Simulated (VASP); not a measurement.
# Zn10S9 (a cell with a defect) in VASP: a series of runs

Runs on Zn10S9 (a cell with a defect). Level: PBE. Tasks: single point.

Everything below comes from runs of VASP 6.6.1. Logs are shortened: lines on timing, memory, paths and dates and some standing lists are left out, and cuts for length are marked.

## Step 1: The cell of the first run

The cell holds a defect, 19 atoms: a = 6.662 Å, b = 6.662 Å, c = 9.707 Å, α = 83.43°, β = 76.78°, γ = 60.00°.

## Step 2: Single point, PBE

INCAR

```
SYSTEM = Zn10S9
  PREC = Accurate
  ENCUT = 520
  EDIFF = 1E-7
  ISMEAR = 0
  SIGMA = 0.02
  LREAL = Auto
  LASPH = .True.
  NELM = 100
  ALGO = Normal
  ISIF = 2
  LWAVE = .False.
  LCHARG = .False.
  GGA = PE
  NBANDS = 102
```

KPOINTS

```
Automatic mesh
0
Gamma
  2 2 2
  0 0 0
```

POSCAR

```
Zn10S9
1.0
    0.0000000000     -6.6618213955      0.0000000000
    5.7693065640     -3.3309106977      0.0000000000
    0.0000000000     -2.2206071318      9.4492875670
Zn S
10 9
Direct
    0.6684133724      0.6676939566      0.9927438420
    0.3365592484      0.3313825044      0.9927627645
    0.0055437541      0.9995487442      0.9916640562
    0.4459839978      0.6614953847      0.6643018166
    0.1079275650      0.3376306896      0.6642971944
    0.7793681782     -0.0004369833      0.6649400051
    0.2187026027      0.6754626049      0.3392199826
    0.8945852017      0.3236715007      0.3392316620
    0.5429741436      0.9995625348      0.3444368647
    0.2885188519     -0.0004616326      0.1321071134
    0.5977254197      0.6509563591      0.2533080995
    0.2491190865      0.3481583583      0.2533159157
    0.8967525023     -0.0004364388      0.2529829437
    0.1376631447      0.6687875418      0.5842583257
    0.8068788852      0.3303427792      0.5842662251
    0.4669941905     -0.0004419737      0.5905130566
    0.3649438428      0.6556027321      0.9099953655
    0.0210148793      0.3434817038      0.9099906683
    0.7061823077      0.9995449258      0.9107315812
```

Potentials or basis: VASP PAW PBE potentials, release 64 (Zn, S).

Launch:

```sh
$ cat potpaw_PBE.64/Zn/POTCAR potpaw_PBE.64/S/POTCAR > POTCAR
$ mpirun -np 1 vasp_std > vasp.out
```

OUTCAR:

```text
SYSTEM = Zn10S9
   PREC = Accurate
   ENCUT = 520
   EDIFF = 1E-7
   ISMEAR = 0
   LREAL = Auto
   LASPH = .True.
   NELM = 100
   ISIF = 2
   GGA = PE

 ion  position               nearest neighbor table
   1  0.668  0.668  0.993-  18 2.30  19 2.38  17 2.38  11 2.46  10 2.58
   2  0.337  0.331  0.993-  17 2.30  19 2.38  18 2.38  12 2.46  10 2.58
   3  0.006  1.000  0.992-  19 2.30  18 2.38  17 2.38  13 2.47  10 2.57
   4  0.446  0.661  0.664-  17 2.32  14 2.33  15 2.34  16 2.35
   5  0.108  0.338  0.664-  18 2.32  15 2.33  14 2.34  16 2.35
   6  0.779  1.000  0.665-  19 2.32  15 2.33  14 2.33  16 2.35
   7  0.219  0.675  0.339-  14 2.32  12 2.32  13 2.40  11 2.40  10 2.92
   8  0.895  0.324  0.339-  15 2.32  11 2.32  13 2.40  12 2.40  10 2.92
   9  0.543  1.000  0.344-  13 2.32  16 2.33  12 2.40  11 2.41  10 2.95
  10  0.289  1.000  0.132-   3 2.57   2 2.58   1 2.58  11 2.59  12 2.59  13 2.61   7 2.92   8 2.92
                             9 2.95
  11  0.598  0.651  0.253-   8 2.32   7 2.40   9 2.41   1 2.46  10 2.59
  12  0.249  0.348  0.253-   7 2.32   8 2.40   9 2.40   2 2.46  10 2.59
  13  0.897  1.000  0.253-   9 2.32   7 2.40   8 2.40   3 2.47  10 2.61
  14  0.138  0.669  0.584-   7 2.32   6 2.33   4 2.33   5 2.34
  15  0.807  0.330  0.584-   8 2.32   6 2.33   5 2.33   4 2.34
  16  0.467  1.000  0.591-   9 2.33   4 2.35   5 2.35   6 2.35
  17  0.365  0.656  0.910-   2 2.30   4 2.32   1 2.38   3 2.38
  18  0.021  0.343  0.910-   1 2.30   5 2.32   2 2.38   3 2.38
  19  0.706  1.000  0.911-   3 2.30   6 2.32   1 2.38   2 2.38

  LATTYP: Found a base centered monoclinic cell.
 ALAT       =     6.6618213955
 B/A-ratio  =     1.7320508076
 C/A-ratio  =     1.4570648053
 COS(beta)  =    -0.2287704240

  Lattice vectors:

 A1 = (   5.7693065640,   3.3309106978,   0.0000000000)
 A2 = (  -5.7693065640,   3.3309106977,   0.0000000000)
 A3 = (   0.0000000000,  -2.2206071318,   9.4492875670)

Analysis of symmetry for initial positions (statically):
=====================================================================
 Subroutine PRICEL returns:
 Original cell was already a primitive cell.

 Routine SETGRP: Setting up the symmetry group for a
 base centered monoclinic supercell.

 Subroutine GETGRP returns: Found  1 space group operations
 (whereof  1 operations were pure point group operations)
 out of a pool of  4 trial point group operations.

The static configuration has the point symmetry C_1 .

Analysis of symmetry for dynamics (positions and initial velocities):
=====================================================================
 Subroutine PRICEL returns:
 Original cell was already a primitive cell.

 Routine SETGRP: Setting up the symmetry group for a
 base centered monoclinic supercell.

 Subroutine GETGRP returns: Found  1 space group operations
 (whereof  1 operations were pure point group operations)
 out of a pool of  4 trial point group operations.

The dynamic configuration has the point symmetry C_1 .

 Subroutine INISYM returns: Found  1 space group operations
 (whereof  1 operations are pure point group operations),
 and found     1 'primitive' translations

----------------------------------------------------------------------------------------

                                     Primitive cell

  volume of cell :     363.1748

  direct lattice vectors                    reciprocal lattice vectors
     0.000000000 -6.661821395  0.000000000    -0.086665528 -0.150109098 -0.035276028
     5.769306564 -3.330910698  0.000000000     0.173331056  0.000000000  0.000000000
     0.000000000 -2.220607132  9.449287567     0.000000000  0.000000000  0.105828084

  length of vectors
     6.661821395  6.661821395  9.706705495     0.176884293  0.173331056  0.105828084

  position of ions in fractional coordinates (direct lattice)
     0.668413372  0.667693957  0.992743842
     0.336559248  0.331382504  0.992762765
     0.005543754  0.999548744  0.991664056
     0.445983998  0.661495385  0.664301817
     0.107927565  0.337630690  0.664297194
     0.779368178  0.999563017  0.664940005
[... 11 lines left out ...]
     0.021014879  0.343481704  0.909990668
     0.706182308  0.999544926  0.910731581

  ion indices of the primitive-cell ions
   primitive index   ion index
                 1           1
                 2           2
                 3           3
                 4           4
                 5           5
                 6           6
[... 11 lines left out ...]
                18          18
                19          19

----------------------------------------------------------------------------------------

 KPOINTS: Automatic mesh

Automatic generation of k-mesh.
 Grid dimensions read from file:
 generate k-points for:    2    2    2

 Generating k-lattice:

  Cartesian coordinates                     Fractional coordinates (reciprocal lattice)
    -0.043332764 -0.075054549 -0.017638014     0.500000000  0.000000000  0.000000000
     0.086665528  0.000000000  0.000000000     0.000000000  0.500000000  0.000000000
     0.000000000  0.000000000  0.052914042     0.000000000  0.000000000  0.500000000

  Length of vectors
     0.088442147  0.086665528  0.052914042

  Shift w.r.t. Gamma in fractional coordinates (k-lattice)
     0.000000000  0.000000000  0.000000000

 Subroutine IBZKPT returns following result:
 ===========================================

 Found      8 irreducible k-points:

 Following reciprocal coordinates:
            Coordinates               Weight
  0.000000  0.000000  0.000000      1.000000
  0.500000  0.000000  0.000000      1.000000
  0.500000  0.500000  0.000000      1.000000
  0.000000  0.500000  0.000000      1.000000
  0.000000  0.000000  0.500000      1.000000
  0.500000  0.000000  0.500000      1.000000
  0.500000  0.500000  0.500000      1.000000
  0.000000  0.500000  0.500000      1.000000
   k-points           NKPTS =      8   k-points in BZ     NKDIM =      8   number of bands    NBANDS=    102
   number of dos      NEDOS =    301   number of ions     NIONS =     19
   total plane-waves  NPLWV = 180000
   dimension x,y,z NGX =    50 NGY =   50 NGZ =   72
   dimension x,y,z NGXF=   100 NGYF=  100 NGZF=  144
   ions per type =              10   9
   NGX,Y,Z   is equivalent  to a cutoff of  12.48, 12.48, 12.33 a.u.
   NGXF,Y,Z  is equivalent  to a cutoff of  24.96, 24.96, 24.66 a.u.
 SYSTEM =  Zn10S9
   PREC   = accura    normal or accurate (medium, high low for compatibility)
   ISTART =      0    job   : 0-new  1-cont  2-samecut
   ICHARG =      2    charge: 1-file 2-atom 10-const
   ISPIN  =      1    spin polarized calculation?
   LNONCOLLINEAR =      F non collinear calculations
   LSORBIT =      F    spin-orbit coupling
   LASPH  =      T    aspherical Exc in radial PAW
   ENCUT  =  520.0 eV  38.22 Ry    6.18 a.u.  12.39 12.39 18.05*2*pi/ulx,y,z
   NELM   =    100;   NELMIN=  2; NELMDL= -5     # of ELM steps
   EDIFF  = 0.1E-06   stopping-criterion for ELM
   LREAL  =      T    real-space projection
   EDIFFG = 0.1E-05   stopping-criterion for IOM
   NSW    =      0    number of steps for IOM
   IBRION =     -1    ionic relax: 0-MD 1-quasi-New 2-CG
   NFREE  =      0    steps in history (QN), initial steepest desc. (CG)
   ISIF   =      2    stress and relaxation
   ISYM   =      2    0-nonsym 1-usesym 2-fastsym
   POTIM  = 0.5000    time-step for ionic-motion
   TEBEG  =    0.0;   TEEND  =   0.0 temperature during run
   PSTRESS=    0.0 pullay stress
   NELECT =     174.0000    total number of electrons
   NUPDOWN=      -1.0000    fix difference up-down
   EMIN   =  10.00;   EMAX   =-10.00  energy-range for DOS
   EFERMI =   0.00;   METHOD = LEGACY
   ISMEAR =     0;   SIGMA  =   0.02  broadening in eV -4-tet -1-fermi 0-gaus
   EFERMI_NEDOS =   21; number of points for ismear=-14 and -15
   IALGO  =     38    algorithm
   IMIX   =      4    mixing-type and parameters
     AMIX     =   0.40;   BMIX     =  1.00
     AMIX_MAG =   1.60;   BMIX_MAG =  1.00
  volume/ion in A,a.u.               =      19.11       128.99
  Fermi-wavevector in a.u.,A,eV,Ry     =   1.281011  2.420759 22.326996  1.640988
  Thomas-Fermi vector in A             =   2.413405
   LORBIT       =      0    0 simple, 1 ext, 2 COOP (PROOUT), +10 PAW based schemes
   GGA     = PE    functional components
   LHFCALC =     F    Hartree Fock is set to
   AEXX    =    0.0000 exact exchange contribution
   IVDW    =     0    specifies the selected vdW correction
   LEPSILON=     F    determine dielectric tensor
   LRPA    =     F    only Hartree local field effects (RPA)
 non-spin polarized calculation
 Gauss-broadening in eV      SIGMA  =   0.02
  energy-cutoff  :      520.00
  volume of cell :      363.17
 maximum number of plane-waves:      9832
 NGX is ok and might be reduce to    50
   NGX = 25   NGY = 25   NGZ = 37

 number of electron     174.0000021 magnetization

 Free energy of the ion-electron system (eV)
  ---------------------------------------------------
  ext. energy  EPLUGINS =         0.00000000
  ---------------------------------------------------
  free energy    TOTEN  =       -59.79865780 eV

  energy without entropy =      -59.79865780  energy(sigma->0) =      -59.79865780

 E-fermi :   4.0967     XC(G=0):  -9.8154

 val. band max:        3.9510188942   @ k =   0.0000   0.0000   0.5000
 cond. band min:       4.8069907116   @ k =   0.0000   0.0000   0.5000
 fundamental gap:      0.8559718174
 Fermi energy:         4.0966704847

 k-point     1 :       0.0000    0.0000    0.0000
  band No.  band energies     occupation
      1     -10.9619      2.00000
      2     -10.3335      2.00000
      3     -10.2646      2.00000
      4      -9.8216      2.00000
      5      -9.8151      2.00000
      6      -9.8062      2.00000
[... 91 lines left out ...]
     98       7.8856      0.00000
     99       8.0894      0.00000

 k-point     2 :       0.5000    0.0000    0.0000
  band No.  band energies     occupation
      1     -10.4540      2.00000
      2     -10.4411      2.00000
      3     -10.1028      2.00000
      4     -10.0834      2.00000
      5     -10.0334      2.00000
      6      -9.8995      2.00000
[... 703 lines left out ...]
     98       7.2726      0.00000
     99       7.2971      0.00000
 [bands above 99 left out]

------------------------ aborting loop because EDIFF is reached ----------------------------------------

  FORCE on cell =-STRESS in cart. coord.  units (eV):
  Direction    XX          YY          ZZ          XY          YZ          ZX
  --------------------------------------------------------------------------------------
  -------------------------------------------------------------------------------------
  Total        8.8840678      8.7122516      9.1313460     -0.0001282      0.1124835      0.0002639
  in kB       39.1928438     38.4348618     40.2837334     -0.0005657      0.4962306      0.0011643
  external PRESSURE =      39.3038130 kB  Pullay stress =       0.0000000 kB

 VOLUME and BASIS-vectors are now :
 -----------------------------------------------------------------------------
  energy-cutoff  :      520.00
  volume of cell :      363.17
      direct lattice vectors                 reciprocal lattice vectors
     0.000000000 -6.661821395  0.000000000    -0.086665528 -0.150109098 -0.035276028
     5.769306564 -3.330910698  0.000000000     0.173331056  0.000000000  0.000000000
     0.000000000 -2.220607132  9.449287567     0.000000000  0.000000000  0.105828084

 POSITION                                       TOTAL-FORCE (eV/Angst)
 -----------------------------------------------------------------------------------
      3.85213     -8.88137      9.38072        -0.000283      0.000094     -0.001635
      1.91185     -5.55044      9.38090         0.000582      0.000181     -0.001945
      5.76670     -5.56844      9.37052         0.000337      0.000967     -0.000943
      3.81637     -6.64960      6.27718        -0.000698     -0.000090      0.002138
      1.94789     -3.31875      6.27714         0.001543     -0.000367      0.001692
      5.76679     -9.99804      6.28321        -0.000125      0.002380      0.001255
[... 11 lines left out ...]
      1.98165     -3.30484      8.59876        -0.002098     -0.002713      0.001007
      5.76668    -10.05623      8.60576        -0.001546      0.006213      0.001367
 -----------------------------------------------------------------------------------
    total drift:                               -0.001315      0.004672      0.008777

  FREE ENERGIE OF THE ION-ELECTRON SYSTEM (eV)
  ---------------------------------------------------
  free  energy   TOTEN  =       -59.7986578014 eV

  energy  without entropy=      -59.7986578014  energy(sigma->0) =      -59.79865780
```

Wall time 8.1 min (1 thread of Intel Xeon 6975P-C (Granite Rapids), shared host); peak memory 0.51 GiB.

What came out:

| Property | Result |
| --- | --- |
| Free energy | -59.7987 eV |
| Pressure | 3.9 GPa |
| Largest force | 0.008 eV/Å |
| Band gap on the k mesh | 0.86 eV |

Forces on the atoms (eV/Å):
```
Zn   0.000  0.000 -0.002
Zn   0.001  0.000 -0.002
Zn   0.000  0.001 -0.001
Zn  -0.001  0.000  0.002
Zn   0.002  0.000  0.002
Zn   0.000  0.002  0.001
Zn   0.006 -0.004  0.002
Zn  -0.006 -0.004  0.001
Zn   0.000  0.005  0.003
Zn   0.000  0.001 -0.004
S   -0.001 -0.002  0.001
S    0.001 -0.002  0.000
S    0.000  0.001 -0.003
S   -0.001  0.001 -0.002
S    0.000  0.000 -0.002
S   -0.001  0.000 -0.001
S    0.002 -0.002  0.000
S   -0.002 -0.003  0.001
S   -0.002  0.006  0.001
```

Stress tensor (GPa, compression positive):
```
3.92 0.00 0.00
0.00 3.84 0.05
0.00 0.05 4.03
```

Caveat: the k points lie up to 0.56 Å⁻¹ apart.

## Step 3: Single point, PBE

INCAR

```
PREC     = Accurate       # precision mode
ENCUT    = 520            # plane-wave cutoff, eV
EDIFF    = 1E-6           # SCF threshold, eV
ISMEAR   = 0              # smearing method
SIGMA    = 0.02           # smearing width, eV
LREAL    = Auto         
LASPH    = T              # aspherical terms in the spheres
NELM     = 80             # most SCF steps
ALGO     = Normal         # electronic algorithm
ISIF     = 2              # what is computed and relaxed
LWAVE    = F              # write WAVECAR
LCHARG   = F              # write CHGCAR
GGA      = PE             # functional
NBANDS   = 102            # bands
```

KPOINTS

```
Automatic mesh
0
Gamma
  2 2 2
```

POSCAR

```
Zn10S9
1.0
    0.0000000000     -6.6618213955      0.0000000000
    5.7693065640     -3.3309106977      0.0000000000
    0.0000000000     -2.2206071318      9.4492875670
Zn S
10 9
Direct
    0.6669284366      0.6681336756      0.9933050437
    0.3350743618      0.3318222006      0.9933239870
    0.0040588300      0.9999884624      0.9922252798
    0.4444990709      0.6619351837      0.6648630339
    0.1064426721      0.3380704385      0.6648584833
    0.7778831883      0.0000027733      0.6655012831
    0.2172175956      0.6759023735      0.3397812774
    0.8931003298      0.3241112219      0.3397929185
    0.5414892039      1.0000023289      0.3449980728
    0.2870338613     -0.0000218397      0.1326684145
    0.5962404926      0.6513961354      0.2538692979
    0.2476341791      0.3485980469      0.2538771291
    0.8952676199      0.0000032933      0.2535441940
    0.1361782907      0.6692272212      0.5848195391
    0.8053939675      0.3307825609      0.5848274762
    0.4655092839     -0.0000022533      0.5910742964
    0.3634589711      0.6560424477      0.9105565831
    0.0195300075      0.3439214016      0.9105519267
    0.7046973794      0.9999846491      0.9112928291
```

Potentials or basis: VASP PAW PBE potentials, release 64 (Zn, S).

Launch:

```sh
$ cat potpaw_PBE.64/Zn/POTCAR potpaw_PBE.64/S/POTCAR > POTCAR
$ mpirun -np 1 vasp_std > vasp.out
```

It took 7.1 min on 1 thread of Intel Xeon 6975P-C (Granite Rapids), shared host; peak memory 0.51 GiB.

It converged, with:

```yaml
Free_energy: -59.7988 eV
Pressure: 4.0 GPa
Largest_force: 0.009 eV/Å
Band_gap_on_the_k_mesh: 0.86 eV
```

Forces on the atoms (eV/Å):
```
Zn   0.000  0.000 -0.001
Zn   0.001  0.000 -0.002
Zn   0.000  0.000 -0.001
Zn  -0.002 -0.001  0.002
Zn   0.002 -0.001  0.002
Zn   0.000  0.002  0.002
Zn   0.006 -0.004  0.002
Zn  -0.007 -0.005  0.002
Zn   0.000  0.005  0.003
Zn   0.000  0.001 -0.003
S   -0.002  0.000  0.001
S    0.002  0.000  0.001
S    0.000  0.001 -0.004
S   -0.001  0.002 -0.001
S    0.001  0.002 -0.001
S    0.000  0.001  0.000
S    0.002 -0.003  0.000
S   -0.002 -0.003 -0.001
S    0.000  0.005  0.001
```

Stress tensor (GPa, compression positive):
```
3.94 0.00 0.00
0.00 3.87 0.05
0.00 0.05 4.05
```

Levels at points of the mesh, in eV from the valence-band top:
```
           k point  band 85  band 86  band 87  band 88  band 89  band 90
(0.00, 0.00, 0.00)    -1.84    -1.84    -0.58     0.88     1.22     1.72
(0.50, 0.00, 0.00)    -2.48    -2.42    -0.22     1.53     1.83     1.95
(0.50, 0.50, 0.00)    -2.48    -2.42    -0.22     1.53     1.83     1.95
(0.00, 0.50, 0.00)    -2.45    -2.38    -0.12     1.21     1.97     2.06
(0.00, 0.00, 0.50)    -2.01    -2.01     0.00     0.86     1.42     1.90
(0.50, 0.00, 0.50)    -2.57    -2.54    -0.19     1.20     1.90     2.00
(0.50, 0.50, 0.50)    -2.57    -2.54    -0.19     1.20     1.90     2.00
(0.00, 0.50, 0.50)    -2.69    -2.62    -0.29     1.49     1.85     2.05
```

Caveat: the k points lie up to 0.56 Å⁻¹ apart.

[end of part 1 of 2]
